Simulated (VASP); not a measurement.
Here is a VASP 6.6.1 calculation.

Contents of INCAR:

```
ALGO = Normal
EDIFF = 1E-7
EDIFFG = -0.005
ENCUT = 600
GGA = PE
IBRION = 2
ISIF = 3
ISMEAR = -1
LASPH = True
LCHARG = False
LREAL = False
LWAVE = False
NELM = 80
NSW = 60
PREC = Accurate
PSTRESS = 1300.0
SIGMA = 0.05
```

File KPOINTS:

```
k-points
0
Gamma
  20 20 20
```

POSCAR

```
Si
1.0
   -1.2979434229      1.2979434229      1.2979434229
    1.2979434229     -1.2979434229      1.2979434229
    1.2979434229      1.2979434229     -1.2979434229
Si
1
Direct
    0.0000000000      0.0000000000      0.0000000000
```

Potentials or basis: VASP PAW PBE potentials, release 64 (Si).

The run is started by

```sh
$ cat potpaw_PBE.64/Si/POTCAR > POTCAR
$ mpirun -np 1 vasp_std > vasp.out
```

What does it give for the band gap on the k mesh?

Zero (band 2 reaches 32.77 eV, above the bottom of band 3 at 12.63 eV).

Predict the space group after relaxing (to 0.05 Å).

Im-3m (No. 229).

Predict the relaxed cell.

a = 2.263 Å, b = 2.263 Å, c = 2.263 Å, α = 109.47°, β = 109.47°, γ = 109.47°.

What does it give for the relaxed volume?

8.92 Å³/atom.

Final structure:
```xyz
1
Lattice="-1.3065 1.3065 1.3065 1.3065 -1.3065 1.3065 1.3065 1.3065 -1.3065" Properties=species:S:1:pos:R:3 pbc="T T T"
Si    0.0000    0.0000    0.0000
```

Caveat: the cell is relaxed towards a set pressure, so the enthalpy falls and the energy may rise.
